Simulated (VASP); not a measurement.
The system is CoO.

```
Co O
1.0
     1.56951    0.90616    2.51408
    -1.56951    0.90616    2.51408
     0.00000   -1.81232    2.51408
Co O
1 1
Direct
  0.99898 0.99898 0.99898
  0.75102 0.75102 0.75102
```

Base run:

* Program: VASP 6.6.1
* Functional: PBEsol
* Potentials or basis: VASP PAW PBE potentials, release 64 (Co, O)
* Cutoff: 520 eV
* k mesh: 10 × 10 × 10
* Occupations: fermi-dirac, width 0.05 eV
* Spin: collinear spin, ferromagnetic start
* Starting moments: [2.0, 0.0] μB

Its results: pressure -2.4 GPa; net moment 2.36 μB per cell; site moments Co +2.06; O +0.24 μB; largest force 0.289 eV/Å.

Q: The run is repeated on the same cell with these changes: functional from PBEsol to LDA; potentials or basis from VASP PAW PBE potentials, release 64 (Co, O) to VASP PAW LDA potentials, release 64 (Co, O). What comes out?

A: Pressure -15.1 GPa; net moment 1.72 μB per cell; site moments Co +1.52; O +0.16 μB; largest force 0.292 eV/Å.

Caveats: a cell with one magnetic atom can't hold antiferromagnetic order, which such compounds often take; the PAW data sets were made with another functional, which shifts forces and pressure a little (at least some runs); the cell stands under tension (at least some runs).
